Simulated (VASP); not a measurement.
Input of a VASP 6.6.1 run:

The input INCAR:

```
PREC = Accurate ; ENCUT = 700
EDIFF = 1E-6 ; ISMEAR = 0
SIGMA = 0.2 ; LREAL = F
LASPH = T ; NELM = 120
ALGO = Normal ; ISIF = 2
LWAVE = F ; LCHARG = F
GGA = PE ; NBANDS = 44
GGA_COMPAT = F
```

Contents of KPOINTS:

```
regular mesh
0
Gamma
  5 5 3
```

File POSCAR:

```
Cd3O2
1.0
    3.7911817671     -0.0000000029      0.0000000000
   -1.8955908811      3.2832597221      0.0000000000
    0.0000000000      0.0000000000      7.6998501459
Cd O
3 2
Direct
    0.6666666667      0.3333333333      0.3364576100
    0.3333333333      0.6666666667      0.6635423900
    0.0000000000      0.0000000000      0.0000000000
    0.6666666667      0.3333333333      0.6538063568
    0.3333333333      0.6666666667      0.3461936432
```

Potentials or basis: VASP PAW PBE potentials, release 64 (Cd_sv_GW, O).

Command:

```bash
$ cat potpaw_PBE.64/Cd_sv_GW/POTCAR potpaw_PBE.64/O/POTCAR > POTCAR
$ mpirun -np 1 vasp_std > vasp.out
```

Question: Estimate the band gap on the k mesh.

Answer: Zero (bands 36 and 37 overlap by 0.38 eV).

Question: Predict the pressure.

Answer: -0.1 GPa.

Question: What does it give for the largest force?

Answer: 0.023 eV/Å.

Stress tensor (GPa, compression positive):
```
-0.15  0.00  0.00
 0.00 -0.15  0.00
 0.00  0.00  0.08
```

Caveat: the k points lie up to 0.38 Å⁻¹ apart; semilocal functionals underestimate gaps, and a narrow one can read as zero.
